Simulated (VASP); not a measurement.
Write the native input for VASP 6.6.1 that does the following.

* Task: single point
* Functional: LDA
* Potentials or basis: VASP PAW LDA potentials, release 64 (Sr_sv)
* Cutoff: 520 eV
* k mesh: 8 × 8 × 8
* Occupations: fermi-dirac, width 0.136057 eV
* Spin: no spin polarisation
* Dipole correction: no
* Further INCAR settings: ALGO = Normal; EDIFF = 1e-06; NBANDS = 17

The structure of Sr lies in POSCAR:

```
Sr
1.0
    0.0000000000      4.5852235362      4.5852235362
    4.5852235362      0.0000000000      4.5852235362
    4.5852235362      4.5852235362      0.0000000000
Sr
2
Direct
    0.0000000000      0.0000000000      0.0000000000
    0.2500000000      0.2500000000      0.2500000000
```

One way to write it, as run:

INCAR

```
SYSTEM = Sr
PREC = Accurate ; ENCUT = 520
EDIFF = 1E-6 ; ISMEAR = -1
SIGMA = 0.13605693000000002 ; LREAL = .False.
LASPH = .True. ; NELM = 80
ALGO = Normal ; ISIF = 2
LWAVE = .False. ; LCHARG = .False.
NBANDS = 17
```

KPOINTS

```
regular mesh
0
Gamma
  8 8 8
  0 0 0
```

Potentials or basis: VASP PAW LDA potentials, release 64 (Sr_sv).

Launch:

```sh
$ cat potpaw_LDA.64/Sr_sv/POTCAR > POTCAR
$ mpirun -np 1 vasp_std > vasp.out
```

Results of the run:

* Pressure: 0.0 GPa
* Band gap on the k mesh: zero (band 10 reaches 0.49 eV, above the bottom of band 11 at -0.31 eV)

Run time: 66 s on 1 thread of Intel(R) Xeon(R) Platinum 8259CL CPU @ 2.50GHz (Skylake/Cascade Lake), with other jobs on the host, peak memory 0.28 GiB.
